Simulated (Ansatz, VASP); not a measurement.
# One calculation of BeTe, two programs

The input INCAR:

```
PREC = Accurate ; ENCUT = 600
EDIFF = 1E-6 ; ISMEAR = -1
SIGMA = 0.1 ; LREAL = False
LASPH = True ; NELM = 60
ALGO = Normal ; ISIF = 3
LWAVE = False ; LCHARG = False
GGA = PS ; IBRION = 2
NSW = 100 ; EDIFFG = -0.002
```

The input KPOINTS:

```
Automatic mesh
0
Gamma
  10 10 10
```

File POSCAR:

```
BeTe
1.0
    0.0000000000      2.7700000000      2.7700000000
    2.7700000000      0.0000000000      2.7700000000
    2.7700000000      2.7700000000      0.0000000000
Be Te
1 1
Direct
    0.0000000000      0.0000000000      0.0000000000
    0.7500000000      0.7500000000      0.7500000000
```

Input for Ansatz:

```yaml
crystal:
  lattice:
    - [0.0, 2.77, 2.77]
    - [2.77, 0.0, 2.77]
    - [2.77, 2.77, 0.0]
  atoms:
    - { symbol: Be, position: [0.0, 0.0, 0.0] }
    - { symbol: Te, position: [0.75, 0.75, 0.75] }
kpoints:
  mp_grid: { grid: [10, 10, 10] }
scf:
  occupations: { method: fermi_dirac, width: 0.1 }
hamiltonian:
  xc: pbesol
  pseudopotentials: { kind: paw }
relax:
  f_tol: 0.002
  max_steps: 80
  cell: {}
output:
  forces: true
  stress: true
  write_density: true
  write_potential: true
  elf: true
  volumetric_format: npy
```

Alike in both runs: task relaxation of cell and atoms; functional PBEsol; k mesh 10 × 10 × 10; occupations fermi-dirac, width 0.1 eV; no spin polarisation.

```csv
,VASP,Ansatz
version,VASP 6.6.1,Ansatz 0.2.0
potentials or method,"VASP PAW PBE potentials, release 64 (Be, Te)","PAW with Ansatz's default frozen-core files, scalar-relativistic"
plane-wave cutoff (eV),600,420
valence electrons in the cell,8,18
```

VASP gave:

| Quantity | Value |
| --- | --- |
| relaxed volume (Å³/atom) | 22.09 |
| relaxed cell length with the largest relative difference (Å) | 3.968 |

Question: Estimate Ansatz's values.

Answer: Relaxed volume (Å³/atom): 22.02; relaxed cell length with the largest relative difference (Å): 3.964.

VASP's potentials were made for PBE, not for PBEsol. VASP's potentials hold 8 valence electrons a cell and Ansatz's 18, so a difference there can come from the potentials and not from the codes.

Neither program's run includes spin-orbit coupling.
